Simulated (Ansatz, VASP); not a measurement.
## Mg in VASP and in Ansatz

File INCAR:

```
PREC = Accurate
ENCUT = 600
EDIFF = 1E-6
ISMEAR = 0
SIGMA = 0.1
LREAL = False
LASPH = True
NELM = 120
ALGO = Normal
ISIF = 2
LWAVE = False
LCHARG = False
GGA = PE
NBANDS = 7
GGA_COMPAT = False
```

KPOINTS

```
Automatic mesh
0
Gamma
  14 14 14
```

The input POSCAR:

```
Mg
1.0
    0.0000000000      2.2442560000      2.2442560000
    2.2442560000      0.0000000000      2.2442560000
    2.2442560000      2.2442560000      0.0000000000
Mg
1
Direct
   -0.0562079371     -0.0155396711      0.0810223967
```

Input for Ansatz:

```yaml
crystal:
  lattice:
    - [0.0, 2.244256, 2.244256]
    - [2.244256, 0.0, 2.244256]
    - [2.244256, 2.244256, 0.0]
  atoms:
    - { symbol: Mg, position: [-0.0562079371, -0.0155396711, 0.0810223967] }
basis:
  ecutwfc: 420
kpoints:
  mp_grid: { grid: [14, 14, 14] }
hamiltonian:
  xc: pbe
scf:
  occupations: { method: gaussian, width: 0.1 }
output:
  forces: true
  stress: true
  eigenvalues: true
```

Change from the starting cell: one atom moved.

Alike in both runs: task single point; functional PBE; k mesh 14 × 14 × 14; occupations gaussian, width 0.1 eV; no spin polarisation.

|  | VASP | Ansatz |
| --- | --- | --- |
| version | VASP 6.6.1 | Ansatz 0.2.0 |
| potentials or method | VASP PAW PBE potentials, release 64 (Mg), cutoff 600 eV | scalar-relativistic, plane waves, PAW |
| valence electrons in the cell | 2 | 10 |

|  | VASP | Ansatz | Ansatz less VASP |
| --- | --- | --- | --- |
| gap on the k mesh at the Fermi level (eV) | none | none | - |
| pressure (GPa) | 0.8 | 0.9 | +0.12 |

A gap of «none» marks a metal or a gap that the smearing closes. VASP's potentials hold 2 valence electrons a cell and Ansatz's 10, so a difference there can come from the potentials and not from the codes.
